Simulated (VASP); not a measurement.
# VH (F-43m) in VASP: a series of runs, part 2 of 2

VASP 6.6.1. Earlier steps stand in the parts before.

## (3) Single point, r2SCAN, collinear spin, ferromagnetic start (atoms taken out, then relaxed in part)

Contents of POSCAR:

```
VH
1.0
    0.0000000000      2.0229276141      2.0229276141
    2.0229276141      0.0000000000      2.0229276141
    2.0229276141      2.0229276141      0.0000000000
V H
1 1
Direct
    0.0000000000      0.0000000000      0.0000000000
    0.2500000000      0.2500000000      0.2500000000
```

Contents of INCAR.step1:

```
PREC = Accurate
ENCUT = 520
ISMEAR = 0
SIGMA = 0.1
LREAL = F
LASPH = T
NELM = 150
ISPIN = 2
MAGMOM = 0.19 0
LMAXMIX = 4
NBANDS = 18
GGA = PE
ALGO = Normal
EDIFF = 1E-4
LWAVE = T
LCHARG = F
```

Contents of INCAR.step2:

```
PREC = Accurate
ENCUT = 520
EDIFF = 1E-6
ISMEAR = 0
SIGMA = 0.1
LREAL = F
LASPH = T
NELM = 150
ALGO = Normal
ISIF = 2
LWAVE = F
LCHARG = T
ISPIN = 2
MAGMOM = 0.19 0
LORBIT = 11
LMAXMIX = 4
METAGGA = R2SCAN
LMIXTAU = T
LELF = T
LVHAR = T
NBANDS = 18
ISTART = 1
```

Contents of KPOINTS:

```
regular mesh
0
Gamma
  16 16 16
```

Potentials or basis: VASP PAW PBE potentials, release 64 (V_sv, H).

Run with:

```bash
cat potpaw_PBE.64/V_sv/POTCAR potpaw_PBE.64/H/POTCAR > POTCAR
cp INCAR.step1 INCAR
mpirun -np 1 vasp_std > vasp.out
cp INCAR.step2 INCAR
mpirun -np 1 vasp_std > vasp.out
```

OUTCAR:

```text
PREC = Accurate
   ENCUT = 520
   EDIFF = 1E-6
   ISMEAR = 0
   LREAL = F
   LASPH = T
   NELM = 150
   ISIF = 2
   ISPIN = 2
   LORBIT = 11
   METAGGA = R2SCAN
   ISTART = 1

 ion  position               nearest neighbor table
   1  0.000  0.000  0.000-   2 1.75   2 1.75   2 1.75   2 1.75
   2  0.250  0.250  0.250-   1 1.75   1 1.75   1 1.75   1 1.75

  LATTYP: Found a face centered cubic cell.
 ALAT       =     4.0458552282

  Lattice vectors:

 A1 = (   0.0000000000,   2.0229276141,   2.0229276141)
 A2 = (   2.0229276141,   0.0000000000,   2.0229276141)
 A3 = (   2.0229276141,   2.0229276141,   0.0000000000)

Analysis of symmetry for initial positions (statically):
=====================================================================
 Subroutine PRICEL returns:
 Original cell was already a primitive cell.

 Routine SETGRP: Setting up the symmetry group for a
 face centered cubic supercell.

 Subroutine GETGRP returns: Found 24 space group operations
 (whereof 24 operations were pure point group operations)
 out of a pool of 48 trial point group operations.

The static configuration has the point symmetry T_d .

Analysis of symmetry for dynamics (positions and initial velocities):
=====================================================================
 Subroutine PRICEL returns:
 Original cell was already a primitive cell.

 Routine SETGRP: Setting up the symmetry group for a
 face centered cubic supercell.

 Subroutine GETGRP returns: Found 24 space group operations
 (whereof 24 operations were pure point group operations)
 out of a pool of 48 trial point group operations.

The dynamic configuration has the point symmetry T_d .

Analysis of structural, dynamic, and magnetic symmetry:
=====================================================================
 Subroutine PRICEL returns:
 Original cell was already a primitive cell.

 Routine SETGRP: Setting up the symmetry group for a
 face centered cubic supercell.

 Subroutine GETGRP returns: Found 24 space group operations
 (whereof 24 operations were pure point group operations)
 out of a pool of 48 trial point group operations.

The overall configuration has the point symmetry T_d .

 Subroutine INISYM returns: Found 24 space group operations
 (whereof 24 operations are pure point group operations),
 and found     1 'primitive' translations

----------------------------------------------------------------------------------------

                                     Primitive cell

  volume of cell :      16.5566

  direct lattice vectors                    reciprocal lattice vectors
     0.000000000  2.022927614  2.022927614    -0.247166531  0.247166531  0.247166531
     2.022927614  0.000000000  2.022927614     0.247166531 -0.247166531  0.247166531
     2.022927614  2.022927614  0.000000000     0.247166531  0.247166531 -0.247166531

  length of vectors
     2.860851668  2.860851668  2.860851668     0.428104989  0.428104989  0.428104989

  position of ions in fractional coordinates (direct lattice)
[... 63 lines left out ...]
   total plane-waves  NPLWV =  13824
   dimension x,y,z NGX =    24 NGY =   24 NGZ =   24
   dimension x,y,z NGXF=    48 NGYF=   48 NGZF=   48
   ions per type =               1   1
   NGX,Y,Z   is equivalent  to a cutoff of  13.95, 13.95, 13.95 a.u.
   NGXF,Y,Z  is equivalent  to a cutoff of  27.89, 27.89, 27.89 a.u.
 SYSTEM =  unknown system
   PREC   = accura    normal or accurate (medium, high low for compatibility)
   ISTART =      1    job   : 0-new  1-cont  2-samecut
   ICHARG =      0    charge: 1-file 2-atom 10-const
   ISPIN  =      2    spin polarized calculation?
   LNONCOLLINEAR =      F non collinear calculations
   LSORBIT =      F    spin-orbit coupling
   LASPH  =      T    aspherical Exc in radial PAW
   ENCUT  =  520.0 eV  38.22 Ry    6.18 a.u.   5.32  5.32  5.32*2*pi/ulx,y,z
   NELM   =    150;   NELMIN=  2; NELMDL=  0     # of ELM steps
   EDIFF  = 0.1E-05   stopping-criterion for ELM
   LREAL  =      F    real-space projection
   EDIFFG = 0.1E-04   stopping-criterion for IOM
   NSW    =      0    number of steps for IOM
   IBRION =     -1    ionic relax: 0-MD 1-quasi-New 2-CG
   NFREE  =      0    steps in history (QN), initial steepest desc. (CG)
   ISIF   =      2    stress and relaxation
   ISYM   =      2    0-nonsym 1-usesym 2-fastsym
   POTIM  = 0.5000    time-step for ionic-motion
   TEBEG  =    0.0;   TEEND  =   0.0 temperature during run
   PSTRESS=    0.0 pullay stress
   NELECT =      14.0000    total number of electrons
   NUPDOWN=      -1.0000    fix difference up-down
   EMIN   =  10.00;   EMAX   =-10.00  energy-range for DOS
   EFERMI =   0.00;   METHOD = LEGACY
   ISMEAR =     0;   SIGMA  =   0.10  broadening in eV -4-tet -1-fermi 0-gaus
   EFERMI_NEDOS =   21; number of points for ismear=-14 and -15
   IALGO  =     38    algorithm
   IMIX   =      4    mixing-type and parameters
     AMIX     =   0.40;   BMIX     =  1.00
     AMIX_MAG =   1.60;   BMIX_MAG =  1.00
  volume/ion in A,a.u.               =       8.28        55.86
  Fermi-wavevector in a.u.,A,eV,Ry     =   1.548082  2.925450 32.607131  2.396556
  Thomas-Fermi vector in A             =   2.653083
   LORBIT       =     11    0 simple, 1 ext, 2 COOP (PROOUT), +10 PAW based schemes
   METAGGA = R2SCAN    functional components
   LHFCALC =     F    Hartree Fock is set to
   AEXX    =    0.0000 exact exchange contribution
   IVDW    =     0    specifies the selected vdW correction
   LEPSILON=     F    determine dielectric tensor
   LRPA    =     F    only Hartree local field effects (RPA)
 spin polarized calculation
 Gauss-broadening in eV      SIGMA  =   0.10
  energy-cutoff  :      520.00
  volume of cell :       16.56
 maximum number of plane-waves:       459
 NGX is ok and might be reduce to    24
   NGX = 11   NGY = 11   NGZ = 11

 number of electron      14.0000001 magnetization       0.0029107

 number of electron      14.0000001 magnetization      -0.0012373

 Free energy of the ion-electron system (eV)
  ---------------------------------------------------
  ext. energy  EPLUGINS =         0.00000000
  ---------------------------------------------------
  free energy    TOTEN  =       -17.76666143 eV

  energy without entropy =      -17.75599453  energy(sigma->0) =      -17.76132798

 E-fermi :   8.4818     XC(G=0): -13.4638

 val. band max:        8.4811818590   @ k =   0.3750   0.0625   0.0000
 cond. band min:       8.4873346657   @ k =  -0.4375   0.1250   0.0625
 fundamental gap:      0.0061528067
 Fermi energy:         8.4817681806

 spin component 1

 k-point     1 :       0.0000    0.0000    0.0000
  band No.  band energies     occupation
      1     -58.4257      1.00000
      2     -30.8491      1.00000
      3     -30.8490      1.00000
      4     -30.8490      1.00000
      5      -1.8687      1.00000
      6       8.1835      0.99999
[... 493 lines left out ...]
     17      33.4691      0.00000
     18      35.7864      0.00000

 [... further k-points ...]

 spin component 2

 k-point     1 :       0.0000    0.0000    0.0000
  band No.  band energies     occupation
      1     -58.4273      1.00000
      2     -30.8507      1.00000
      3     -30.8506      1.00000
      4     -30.8506      1.00000
      5      -1.8689      1.00000
      6       8.1818      0.99999
[... 493 lines left out ...]
     17      33.4684      0.00000
     18      35.7862      0.00000

 [... further k-points ...]
[... 5 lines left out ...]
  --------------------------------------------------------------------------------------
  -------------------------------------------------------------------------------------
  Total        0.0116829      0.0116829      0.0116829      0.0000000      0.0000000      0.0000000
  in kB        1.1305469      1.1305469      1.1305469      0.0000000      0.0000000      0.0000000
  external PRESSURE =       1.1305469 kB  Pullay stress =       0.0000000 kB

 VOLUME and BASIS-vectors are now :
 -----------------------------------------------------------------------------
  energy-cutoff  :      520.00
  volume of cell :       16.56
      direct lattice vectors                 reciprocal lattice vectors
     0.000000000  2.022927614  2.022927614    -0.247166531  0.247166531  0.247166531
     2.022927614  0.000000000  2.022927614     0.247166531 -0.247166531  0.247166531
     2.022927614  2.022927614  0.000000000     0.247166531  0.247166531 -0.247166531

 POSITION                                       TOTAL-FORCE (eV/Angst)
 -----------------------------------------------------------------------------------
      0.00000      0.00000      0.00000        -0.000000     -0.000000     -0.000000
      1.01146      1.01146      1.01146         0.000000      0.000000      0.000000
 -----------------------------------------------------------------------------------
    total drift:                               -0.000000     -0.000000      0.000000

  FREE ENERGIE OF THE ION-ELECTRON SYSTEM (eV)
  ---------------------------------------------------
  free  energy   TOTEN  =       -17.7666614283 eV

  energy  without entropy=      -17.7559945331  energy(sigma->0) =      -17.76132798

 total charge

# of ion       s       p       d       tot
------------------------------------------
    1        2.264   6.259   3.010  11.534
    2        0.629   0.033   0.000   0.662
--------------------------------------------------
tot          2.893   6.292   3.010  12.195

 magnetization (x)

# of ion       s       p       d       tot
------------------------------------------
    1       -0.000   0.000  -0.001  -0.001
    2        0.000  -0.000   0.000   0.000
--------------------------------------------------
tot          0.000  -0.000  -0.001  -0.001
```

It took 3.1 min on 1 thread of AMD EPYC 9R45 (Zen 5), shared host; peak memory 0.17 GiB.

What came out:

| Item | Value |
| --- | --- |
| Free energy | -17.7667 eV |
| Pressure | 0.1 GPa |
| Band gap on the k mesh | zero (filled and empty bands overlap) |
| Net moment | 0.00 μB per cell |
| Valence electrons inside the program's atomic spheres | V 11.53; H 0.66 |

Levels at points of the mesh, in eV from the Fermi level:
Spin up:
| k point | band 3 | band 4 | band 5 | band 6 | band 7 | band 8 | band 9 | band 10 | band 11 | band 12 |
| --- | --- | --- | --- | --- | --- | --- | --- | --- | --- | --- |
| (0.00, 0.00, 0.00) | -39.33 | -39.33 | -10.35 | -0.30 | -0.30 | -0.30 | 1.55 | 1.55 | 8.03 | 20.88 |
| (0.50, 0.00, 0.00) | -39.40 | -39.40 | -7.35 | -1.41 | -0.21 | -0.21 | 2.43 | 2.43 | 6.27 | 12.00 |
| (0.50, 0.50, 0.00) | -39.51 | -39.51 | -6.48 | -3.37 | -0.20 | 2.53 | 2.57 | 2.57 | 9.47 | 11.19 |
Spin down:
```csv
k point,band 3,band 4,band 5,band 6,band 7,band 8,band 9,band 10,band 11,band 12
"(0.00, 0.00, 0.00)",-39.33,-39.33,-10.35,-0.30,-0.30,-0.30,1.55,1.55,8.03,20.88
"(0.50, 0.00, 0.00)",-39.40,-39.40,-7.35,-1.41,-0.22,-0.22,2.42,2.42,6.27,12.00
"(0.50, 0.50, 0.00)",-39.51,-39.51,-6.48,-3.37,-0.20,2.52,2.57,2.57,9.47,11.19
```

Caveat: the cell differs from its parent crystal (atoms taken out, then relaxed in part); the PAW data sets were made with another functional, which shifts forces and pressure a little.

## (4) Relaxation of cell and atoms, r2SCAN, collinear spin, ferromagnetic start (atoms taken out)

Contents of POSCAR:

```
VH
1.0
    0.0000000000      2.0938294958      2.0938294958
    2.0938294958      0.0000000000      2.0938294958
    2.0938294958      2.0938294958      0.0000000000
V H
1 1
Direct
    0.0000000000      0.0000000000      0.0000000000
    0.2500000000      0.2500000000      0.2500000000
```

Contents of INCAR.step1:

```
ALGO = Normal ; EDIFF = 1E-4
ENCUT = 600 ; GGA = PE
ISMEAR = 0 ; ISPIN = 2
LASPH = True ; LCHARG = False
LMAXMIX = 4 ; LREAL = False
LWAVE = True ; MAGMOM = 0.48 0
NELM = 150 ; PREC = Accurate
SIGMA = 0.1
```

Contents of INCAR.step2:

```
ALGO = Normal ; EDIFF = 1E-6
EDIFFG = -0.0325 ; ENCUT = 600
IBRION = 2 ; ISIF = 3
ISMEAR = 0 ; ISPIN = 2
ISTART = 1 ; LASPH = True
LCHARG = False ; LMAXMIX = 4
LMIXTAU = True ; LORBIT = 11
LREAL = False ; LWAVE = False
MAGMOM = 0.48 0 ; METAGGA = R2SCAN
NELM = 150 ; NSW = 90
PREC = Accurate ; SIGMA = 0.1
```

Contents of KPOINTS:

```
k-points
0
Gamma
  8 8 8
```

Potentials or basis: VASP PAW PBE potentials, release 64 (V_sv, H).

Run with:

```bash
cat potpaw_PBE.64/V_sv/POTCAR potpaw_PBE.64/H/POTCAR > POTCAR
cp INCAR.step1 INCAR
mpirun -np 1 vasp_std > vasp.out
cp INCAR.step2 INCAR
mpirun -np 1 vasp_std > vasp.out
```

OUTCAR:

```text
EDIFF = 1E-6
   EDIFFG = -0.0325
   ENCUT = 600
   IBRION = 2
   ISIF = 3
   ISMEAR = 0
   ISPIN = 2
   ISTART = 1
   LASPH = True
   LORBIT = 11
   LREAL = False
   METAGGA = R2SCAN
   NELM = 150
   NSW = 90
   PREC = Accurate

 ion  position               nearest neighbor table
   1  0.000  0.000  0.000-   2 1.81   2 1.81   2 1.81   2 1.81
   2  0.250  0.250  0.250-   1 1.81   1 1.81   1 1.81   1 1.81

  LATTYP: Found a face centered cubic cell.
 ALAT       =     4.1876589916

  Lattice vectors:

 A1 = (   0.0000000000,   2.0938294958,   2.0938294958)
 A2 = (   2.0938294958,   0.0000000000,   2.0938294958)
 A3 = (   2.0938294958,   2.0938294958,   0.0000000000)

Analysis of symmetry for initial positions (statically):
=====================================================================
 Subroutine PRICEL returns:
 Original cell was already a primitive cell.

 Routine SETGRP: Setting up the symmetry group for a
 face centered cubic supercell.

 Subroutine GETGRP returns: Found 24 space group operations
 (whereof 24 operations were pure point group operations)
 out of a pool of 48 trial point group operations.

The static configuration has the point symmetry T_d .

Analysis of symmetry for dynamics (positions and initial velocities):
=====================================================================
 Subroutine PRICEL returns:
 Original cell was already a primitive cell.

 Routine SETGRP: Setting up the symmetry group for a
 face centered cubic supercell.

 Subroutine GETGRP returns: Found 24 space group operations
[... 247 lines left out ...]

  energy without entropy =      -17.76047714  energy(sigma->0) =      -17.76515839

 E-fermi :   8.5044     XC(G=0): -13.4605

 val. band max:        8.4678505529   @ k =  -0.1250   0.1250   0.0000
 cond. band min:       8.5091607827   @ k =   0.2500   0.0000   0.0000
 fundamental gap:      0.0413102298
 Fermi energy:         8.5043858831

 spin component 1

 k-point     1 :       0.0000    0.0000    0.0000
  band No.  band energies     occupation
      1     -58.4293      1.00000
      2     -30.8538      1.00000
      3     -30.8537      1.00000
      4     -30.8537      1.00000
      5      -1.8720      1.00000
      6       8.1772      1.00000
      7       8.1772      1.00000
      8       8.1772      1.00000
      9      10.0331      0.00000
     10      10.0331      0.00000
     11      16.5057      0.00000
[... 310 lines left out ...]
  band No.  band energies     occupation
      1     -58.3241      1.00000
      2     -31.3126      1.00000
      3     -31.0609      1.00000
      4     -30.9635      1.00000
      5       1.6451      1.00000
      6       6.7254      1.00000
      7       7.3787      1.00000
      8       9.0854      0.00000
      9      10.7263      0.00000
     10      12.3636      0.00000
     11      14.7202      0.00000

 [... further k-points ...]

 spin component 2

 k-point     1 :       0.0000    0.0000    0.0000
  band No.  band energies     occupation
      1     -58.4334      1.00000
      2     -30.8579      1.00000
      3     -30.8578      1.00000
      4     -30.8578      1.00000
      5      -1.8726      1.00000
      6       8.1729      1.00000
      7       8.1729      1.00000
      8       8.1729      1.00000
      9      10.0298      0.00000
     10      10.0298      0.00000
     11      16.5064      0.00000
[... 351 lines left out ...]
  FREE ENERGIE OF THE ION-ELECTRON SYSTEM (eV)
  ---------------------------------------------------
  free  energy   TOTEN  =       -17.7698396317 eV

  energy  without entropy=      -17.7604771402  energy(sigma->0) =      -17.76515839

 reached required accuracy - stopping structural energy minimisation

 total charge

# of ion       s       p       d       tot
------------------------------------------
    1        2.264   6.259   3.010  11.533
    2        0.628   0.033   0.000   0.661
--------------------------------------------------
tot          2.892   6.292   3.010  12.195

 magnetization (x)

# of ion       s       p       d       tot
------------------------------------------
    1       -0.000   0.000  -0.004  -0.004
    2        0.000  -0.000   0.000   0.000
--------------------------------------------------
tot          0.000  -0.000  -0.004  -0.004
```

Wall time 95 s (1 thread of AMD EPYC 9R45 (Zen 5), shared host); peak memory 0.14 GiB.

Results:

```yaml
Free_energy: -17.7698 eV
Relaxed_volume: 8.28 Å³/atom
Relaxed_cell: a = 2.861 Å, b = 2.861 Å, c = 2.861 Å, α = 60.00°, β = 60.00°, γ = 60.00°
Space_group_after_relaxing_to_0.1_Å: F-43m (No. 216)
Energy_gained_by_relaxing: 47.5 meV/atom
Ionic_steps: 3
Pressure_after_relaxing: 0.0 GPa
Band_gap_on_the_k_mesh: zero (filled and empty bands overlap)
Net_moment: 0.00 μB per cell
Valence_electrons_inside_the_program's_atomic_spheres: V 11.53; H 0.66
```

The path:
```csv
step,energy change (eV),largest force (eV/Å),pressure (GPa),volume (Å³)
1,0.0000,0.0000,-15.57,18.36
2,-0.0864,0.0000,5.86,16.09
3,-0.0949,0.0000,0.01,16.57
```

Final structure:
```cif
data_structure
_symmetry_space_group_name_H-M 'P 1'
_symmetry_Int_Tables_number 1
_cell_length_a 2.8614
_cell_length_b 2.8614
_cell_length_c 2.8614
_cell_angle_alpha 60.000
_cell_angle_beta 60.000
_cell_angle_gamma 60.000
_cell_volume 16.57
loop_
_atom_site_label
_atom_site_type_symbol
_atom_site_fract_x
_atom_site_fract_y
_atom_site_fract_z
_atom_site_occupancy
V1 V 0.00000 0.00000 0.00000 1
H1 H 0.25000 0.25000 0.25000 1
```

Caveat: the cell differs from its parent crystal (atoms taken out); the PAW data sets were made with another functional, which shifts forces and pressure a little.

## (5) Summary

| task | cell | k mesh | cutoff (eV) | gap on the mesh (eV) | pressure (GPa) | moment (μB) |
| --- | --- | --- | --- | --- | --- | --- |
| single point | a = 2.861 Å, angles 60.0°, 2 atoms | 8 × 8 × 8 | 520 | none | 0.3 | 0.25 |
| single point | a = 2.861 Å, angles 60.0°, 2 atoms | 16 × 16 × 16 | 520 | none | 0.1 | 0.00 |
| relaxation of cell and atoms | relaxed from a = 2.961 Å, angles 60.0°, 2 atoms | 8 × 8 × 8 | 600 | none | 0.0 | 0.00 |

Alike in all rows: level r2SCAN; potentials or basis VASP PAW PBE potentials, release 64 (V_sv, H); spin collinear, ferromagnetic start; smearing gaussian 0.1 eV.

Caveats: the PAW data sets were made with another functional, which shifts forces and pressure a little; a moment this small can come from the mesh or the smearing (at least some runs).

Absolute energies hang on the potentials; compare differences alone.

The gap in the log of VASP goes by the Fermi energy; the results here count the filled bands.